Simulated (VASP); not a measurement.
Input of a VASP 6.6.1 run:

The input INCAR:

```
  ALGO = Fast
  EDIFF = 1E-6
  ENCUT = 520
  GGA = PS
  ISIF = 2
  ISMEAR = 0
  LASPH = True
  LCHARG = False
  LREAL = False
  LWAVE = False
  NBANDS = 54
  NELM = 100
  PREC = Accurate
  SIGMA = 0.15
```

File KPOINTS:

```
k-points
0
Gamma
  8 8 8
```

POSCAR

```
Ag
1.0
    1.4335313342     -2.4829491051     -4.6907149289
    1.4335313342     -2.4829491051      4.6907149289
   -5.7341253368      0.0000000000      0.0000000000
Ag
8
Direct
    0.0416666667      0.2916666667      0.3333333333
    0.5416666667      0.7916666667      0.3333333333
    0.0416666667      0.2916666667      0.8333333333
    0.5416666667      0.7916666667      0.8333333333
    0.9583333333      0.7083333333      0.1666666667
    0.4583333333      0.2083333333      0.1666666667
    0.9583333333      0.7083333333      0.6666666667
    0.4583333333      0.2083333333      0.6666666667
```

Potentials or basis: VASP PAW PBE potentials, release 64 (Ag).

Run with:

```console
$ cat potpaw_PBE.64/Ag/POTCAR > POTCAR
$ mpirun -np 1 vasp_std > vasp.out
```

Q: Predict the pressure.

A: -0.2 GPa.

Q: Predict the band gap on the k mesh.

A: Zero (bands 44 and 45 overlap by 2.98 eV).

Stress tensor (GPa, compression positive):
```
-0.30 -0.01  0.00
-0.01 -0.29  0.00
 0.00  0.00  0.00
```

Caveat: the PAW data sets were made with another functional, which shifts forces and pressure a little.
